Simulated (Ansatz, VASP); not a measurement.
SnSe: VASP beside Ansatz

```
Sn Se
1.0
     0.00000    3.01000    3.01000
     3.01000    0.00000    3.01000
     3.01000    3.01000    0.00000
Sn Se
1 1
Direct
  0.98238 0.00000 0.00000
  0.50000 0.50000 0.50000
```

Change from the starting cell: all Sn atoms moved +0.075 Å, as atom 1 towards its neighbour atom 1 (Sn) at 4.257 Å.

Alike in both runs: task single point; functional LDA; k mesh 8 × 8 × 8; occupations gaussian, width 0.05 eV; no spin polarisation.

|  | VASP | Ansatz |
| --- | --- | --- |
| version | VASP 6.6.1 | Ansatz 0.2.0 |
| potentials or method | VASP PAW LDA potentials, release 64 (Sn_d, Se), cutoff 520 eV | scalar-relativistic, plane waves, PAW |
| valence electrons in the cell | 20 | 30 |

Ansatz gave:

| Property | Result |
| --- | --- |
| gap on the k mesh at the Fermi level (eV) | 0.60 |
| least direct gap on the mesh (eV) | 0.60 |
| pressure (GPa) | -3.3 |
| rms of the force components (eV/Å) | 0.009 |

**Question.** What did VASP give for the same quantities?

**Answer.** gap on the k mesh at the Fermi level (eV): 0.62; least direct gap on the mesh (eV): 0.62; pressure (GPa): -3.2; rms of the force components (eV/Å): 0.007.

LDA's correlation is that of Perdew and Zunger in VASP and of Perdew and Wang (1992) in Ansatz. Atom by atom the forces differ by 0.002 eV/Å (rms over components). VASP's potentials hold 20 valence electrons a cell and Ansatz's 30, so a difference there can come from the potentials and not from the codes.
